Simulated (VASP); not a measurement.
# ZnSe (zinc blende type) (F-43m) in VASP: a series of runs

The runs below take ZnSe (zinc blende type) through single point, with HSE06.

Everything below comes from runs of VASP 6.6.1. Logs are shortened: lines on timing, memory, paths and dates and some standing lists are left out, and cuts for length are marked.

## 1. The cell of the first run

It takes space group F-43m (No. 216, cubic). Conventional cell: a = 5.643 Å, b = 5.643 Å, c = 5.643 Å, α = 90.00°, β = 90.00°, γ = 90.00°. Within 3.2 Å of Zn (site symmetry -43m) lie 4 Se at 2.44 Å. Within 3.2 Å of Se (site symmetry -43m) lie 4 Zn at 2.44 Å.

## 2. Single point, HSE06

POSCAR

```
ZnSe
1.0
    0.0000000000      2.8213465331      2.8213465331
    2.8213465331      0.0000000000      2.8213465331
    2.8213465331      2.8213465331      0.0000000000
Zn Se
1 1
Direct
    0.0000000000      0.0000000000      0.0000000000
    0.2500000000      0.2500000000      0.2500000000
```

INCAR.step1

```
ALGO = Normal
EDIFF = 1E-5
ENCUT = 520
GGA = PE
ISIF = 2
ISMEAR = -1
LASPH = T
LCHARG = F
LREAL = F
LWAVE = T
NBANDS = 16
NELM = 80
PREC = Accurate
SIGMA = 0.05
```

INCAR.step2

```
ALGO = Normal
EDIFF = 1E-7
ENCUT = 520
GGA = PE
HFSCREEN = 0.2079
ISIF = 2
ISMEAR = -1
ISTART = 1
LASPH = T
LCHARG = F
LHFCALC = T
LREAL = F
LWAVE = F
NBANDS = 16
NELM = 80
PREC = Accurate
PRECFOCK = Normal
SIGMA = 0.05
```

KPOINTS

```
k-points
0
Gamma
  4 4 4
```

Potentials or basis: VASP PAW PBE potentials, release 64 (Zn, Se).

Command:

```
$ cat potpaw_PBE.64/Zn/POTCAR potpaw_PBE.64/Se/POTCAR > POTCAR
$ cp INCAR.step1 INCAR
$ mpirun -np 1 vasp_std > vasp.out
$ cp INCAR.step2 INCAR
$ mpirun -np 1 vasp_std > vasp.out
```

OUTCAR:

```text
EDIFF = 1E-7
   ENCUT = 520
   GGA = PE
   HFSCREEN = 0.2079
   ISIF = 2
   ISMEAR = -1
   ISTART = 1
   LASPH = T
   LHFCALC = T
   LREAL = F
   NELM = 80
   PREC = Accurate
   PRECFOCK = Normal

 ion  position               nearest neighbor table
   1  0.000  0.000  0.000-   2 2.44   2 2.44   2 2.44   2 2.44
   2  0.250  0.250  0.250-   1 2.44   1 2.44   1 2.44   1 2.44

  LATTYP: Found a face centered cubic cell.
 ALAT       =     5.6426930662

  Lattice vectors:

 A1 = (   0.0000000000,   2.8213465331,   2.8213465331)
 A2 = (   2.8213465331,   0.0000000000,   2.8213465331)
 A3 = (   2.8213465331,   2.8213465331,   0.0000000000)

Analysis of symmetry for initial positions (statically):
=====================================================================
 Subroutine PRICEL returns:
 Original cell was already a primitive cell.

 Routine SETGRP: Setting up the symmetry group for a
 face centered cubic supercell.

 Subroutine GETGRP returns: Found 24 space group operations
 (whereof 24 operations were pure point group operations)
 out of a pool of 48 trial point group operations.

The static configuration has the point symmetry T_d .

Analysis of symmetry for dynamics (positions and initial velocities):
=====================================================================
 Subroutine PRICEL returns:
 Original cell was already a primitive cell.

 Routine SETGRP: Setting up the symmetry group for a
 face centered cubic supercell.

 Subroutine GETGRP returns: Found 24 space group operations
 (whereof 24 operations were pure point group operations)
 out of a pool of 48 trial point group operations.

The dynamic configuration has the point symmetry T_d .

 Subroutine INISYM returns: Found 24 space group operations
 (whereof 24 operations are pure point group operations),
 and found     1 'primitive' translations

----------------------------------------------------------------------------------------

                                     Primitive cell

  volume of cell :      44.9158

  direct lattice vectors                    reciprocal lattice vectors
     0.000000000  2.821346533  2.821346533    -0.177220343  0.177220343  0.177220343
     2.821346533  0.000000000  2.821346533     0.177220343 -0.177220343  0.177220343
     2.821346533  2.821346533  0.000000000     0.177220343  0.177220343 -0.177220343
[... 72 lines left out ...]
   NFREE  =      0    steps in history (QN), initial steepest desc. (CG)
   ISIF   =      2    stress and relaxation
   ISYM   =      3    0-nonsym 1-usesym 2-fastsym
   POTIM  = 0.5000    time-step for ionic-motion
   TEBEG  =    0.0;   TEEND  =   0.0 temperature during run
   PSTRESS=    0.0 pullay stress
   NELECT =      18.0000    total number of electrons
   NUPDOWN=      -1.0000    fix difference up-down
   EMIN   =  10.00;   EMAX   =-10.00  energy-range for DOS
   EFERMI =   0.00;   METHOD = LEGACY
   ISMEAR =    -1;   SIGMA  =   0.05  broadening in eV -4-tet -1-fermi 0-gaus
   EFERMI_NEDOS =   21; number of points for ismear=-14 and -15
   IALGO  =     38    algorithm
   IMIX   =      1    mixing-type and parameters
     AMIX     =   0.40;   BMIX     =  1.00
     AMIX_MAG =   1.60;   BMIX_MAG =  1.00
  volume/ion in A,a.u.               =      22.46       151.55
  Fermi-wavevector in a.u.,A,eV,Ry     =   1.206978  2.280857 19.820901  1.456795
  Thomas-Fermi vector in A             =   2.342629
   LORBIT       =      0    0 simple, 1 ext, 2 COOP (PROOUT), +10 PAW based schemes
   GGA     = PE    functional components
   LHFCALC =     T    Hartree Fock is set to
   PRECFOCK=normal    Normal, Fast or Accurate (Low or Medium for compatibility)
   ENCUT4O =  -1.0   cutoff for four orbital integrals eV
   NKREDX  =     1    reduce k-point grid by
   NKREDY  =     1    reduce k-point grid by
   NKREDZ  =     1    reduce k-point grid by
   AEXX    =    0.2500 exact exchange contribution
   HFSCREEN=    0.2079 screening length (either q_TF or 0.3 A-1)
   HFSCREENC=   0.2079 screening length for correlation (either q_TF or 0.3 A-1)
   ENCUTFOCK=  -1.0 apply spherical cutoff to Coloumb kernel
   IVDW    =     0    specifies the selected vdW correction
   LEPSILON=     F    determine dielectric tensor
   LRPA    =     F    only Hartree local field effects (RPA)
 non-spin polarized calculation
  energy-cutoff  :      520.00
  volume of cell :       44.92
 maximum number of plane-waves:      1243
 NGX is ok and might be reduce to    30
  NGX = 24; NGY = 24; NGZ = 24

 number of electron      18.0000001 magnetization

 Free energy of the ion-electron system (eV)
  ---------------------------------------------------
  ext. energy  EPLUGINS =         0.00000000
  ---------------------------------------------------
  free energy    TOTEN  =        -7.36875813 eV

  energy without entropy =       -7.36875813  energy(sigma->0) =       -7.36875813

 E-fermi :   2.1281     XC(G=0):  -7.7740

 val. band max:        1.0834619429   @ k =   0.0000   0.0000   0.0000
 cond. band min:       3.5712526080   @ k =   0.0000   0.0000   0.0000
 fundamental gap:      2.4877906652
 Fermi energy:         2.1280628128

 k-point     1 :       0.0000    0.0000    0.0000
  band No.  band energies     occupation
      1     -13.3657      2.00000
      2      -7.1462      2.00000
      3      -7.1462      2.00000
      4      -7.1462      2.00000
      5      -6.8059      2.00000
      6      -6.8059      2.00000
[... 129 lines left out ...]
      3      -6.9676      2.00000
      4      -6.8424      2.00000
      5      -6.8171      2.00000
      6      -6.4535      2.00000
[... 8 lines left out ...]
     15      16.4366      0.00000
     16      16.6169      0.00000

------------------------ aborting loop because EDIFF is reached ----------------------------------------

  FORCE on cell =-STRESS in cart. coord.  units (eV):
  Direction    XX          YY          ZZ          XY          YZ          ZX
  --------------------------------------------------------------------------------------
  -------------------------------------------------------------------------------------
  Total        0.6687529      0.6687529      0.6687529      0.0000000      0.0000000     -0.0000000
  in kB       23.8548642     23.8548642     23.8548642      0.0000000      0.0000000     -0.0000000
  external PRESSURE =      23.8548642 kB  Pullay stress =       0.0000000 kB

 VOLUME and BASIS-vectors are now :
 -----------------------------------------------------------------------------
  energy-cutoff  :      520.00
  volume of cell :       44.92
      direct lattice vectors                 reciprocal lattice vectors
     0.000000000  2.821346533  2.821346533    -0.177220343  0.177220343  0.177220343
     2.821346533  0.000000000  2.821346533     0.177220343 -0.177220343  0.177220343
     2.821346533  2.821346533  0.000000000     0.177220343  0.177220343 -0.177220343

 POSITION                                       TOTAL-FORCE (eV/Angst)
 -----------------------------------------------------------------------------------
      0.00000      0.00000      0.00000         0.000000      0.000000      0.000000
      1.41067      1.41067      1.41067        -0.000000     -0.000000     -0.000000
 -----------------------------------------------------------------------------------
    total drift:                                0.000137      0.000135      0.000089

  FREE ENERGIE OF THE ION-ELECTRON SYSTEM (eV)
  ---------------------------------------------------
  free  energy   TOTEN  =        -7.3687581340 eV

  energy  without entropy=       -7.3687581339  energy(sigma->0) =       -7.36875813
```

It took 12 min on 1 thread of Intel Xeon 8259CL, shared host; peak memory 0.28 GiB.

What came out:

```yaml
Free_energy: -7.3688 eV
Pressure: 2.4 GPa
Band_gap_on_the_k_mesh: 2.49 eV
```

Caveat: the k points lie up to 0.48 Å⁻¹ apart; the PAW data sets were made with another functional, which shifts forces and pressure a little.

## 3. Single point, HSE06

POSCAR is that of step 2.

INCAR.step1

```
SYSTEM = ZnSe
PREC = Accurate ; ENCUT = 520
EDIFF = 1E-5 ; ISMEAR = -1
SIGMA = 0.05 ; LREAL = .False.
LASPH = .True. ; NELM = 100
ALGO = Normal ; ISIF = 2
LWAVE = .True. ; LCHARG = .False.
GGA = PE ; NBANDS = 16
```

INCAR.step2

```
SYSTEM = ZnSe
PREC = Accurate ; ENCUT = 520
EDIFF = 1E-7 ; ISMEAR = -1
SIGMA = 0.05 ; LREAL = .False.
LASPH = .True. ; NELM = 100
ALGO = Normal ; ISIF = 2
LWAVE = .False. ; LCHARG = .False.
GGA = PE ; LHFCALC = .True.
HFSCREEN = 0.2079 ; PRECFOCK = Normal
ISTART = 1 ; NBANDS = 16
```

KPOINTS

```
regular mesh
0
Gamma
  4 4 4
  0 0 0
```

Potentials or basis: VASP PAW PBE potentials, release 64 (Zn, Se).

Command:

```
$ cat potpaw_PBE.64/Zn/POTCAR potpaw_PBE.64/Se/POTCAR > POTCAR
$ cp INCAR.step1 INCAR
$ mpirun -np 1 vasp_std > vasp.out
$ cp INCAR.step2 INCAR
$ mpirun -np 1 vasp_std > vasp.out
```

It took 13 min on 1 thread of Intel Xeon 8259CL, shared host; peak memory 0.28 GiB.

It converged, with:

```yaml
Free_energy: -7.3688 eV
Pressure: 2.4 GPa
Band_gap_on_the_k_mesh: 2.49 eV
```

Levels at points of the mesh, in eV from the valence-band top:
```tsv
k point	band 6	band 7	band 8	band 9	band 10	band 11	band 12	band 13
(0.00, 0.00, 0.00)	-7.89	0.00	0.00	0.00	2.49	6.94	6.94	6.94
(0.50, 0.00, 0.00)	-7.70	-5.62	-0.93	-0.93	3.69	7.49	7.49	9.78
(0.50, 0.50, 0.00)	-7.65	-5.20	-2.36	-2.36	3.83	4.50	12.29	12.91
```

Caveat: the k points lie up to 0.48 Å⁻¹ apart; the PAW data sets were made with another functional, which shifts forces and pressure a little.
